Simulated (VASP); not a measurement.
Wanted: the native input for a VASP 6.6.1 run.

- Task: single point
- Functional: PBEsol
- Potentials or basis: VASP PAW PBE potentials, release 64 (Li_sv, Mg, B, N)
- Cutoff: 520 eV
- k mesh: 8 × 8 × 8
- Occupations: gaussian, width 0.05 eV
- Spin: no spin polarisation
- Dipole correction: no
- Further INCAR settings: ALGO = Normal; EDIFF = 1e-07; NBANDS = 17

The structure of LiMgBN2 lies in POSCAR:

```
LiMgBN2
1.0
   -1.8892991571      1.8892991571      4.4238420579
    1.8892991571     -1.8892991571      4.4238420579
    1.8892991571      1.8892991571     -4.4238420579
Li Mg B N
1 1 1 2
Direct
    0.2500000000      0.7500000000      0.5000000000
    0.7500000000      0.2500000000      0.5000000000
    0.5000000000      0.5000000000      0.0000000000
    0.6517393865      0.6517393865      0.0000000000
    0.3482606135      0.3482606135      0.0000000000
```

The input as run:

INCAR

```
SYSTEM = LiMgBN2
ALGO = Normal
EDIFF = 1E-7
ENCUT = 520
GGA = PS
ISIF = 2
ISMEAR = 0
LASPH = .TRUE.
LCHARG = .FALSE.
LREAL = .FALSE.
LWAVE = .FALSE.
NBANDS = 17
NELM = 100
PREC = Accurate
SIGMA = 0.05
```

KPOINTS

```
k-points
0
G
  8 8 8
  0 0 0
```

Potentials or basis: VASP PAW PBE potentials, release 64 (Li_sv, Mg, B, N).

Run with:

```console
$ cat potpaw_PBE.64/Li_sv/POTCAR potpaw_PBE.64/Mg/POTCAR potpaw_PBE.64/B/POTCAR potpaw_PBE.64/N/POTCAR > POTCAR
$ mpirun -np 1 vasp_std > vasp.out
```

It gave:

| Item | Value |
| --- | --- |
| Largest force | 0.017 eV/Å |
| Band gap on the k mesh | 2.53 eV (least direct gap 3.44 eV) |

Caveat: the PAW data sets were made with another functional, which shifts forces and pressure a little.

It took 47 s on 1 thread of Intel(R) Xeon(R) 6975P-C (Granite Rapids), on a shared host, peak memory 0.27 GiB.
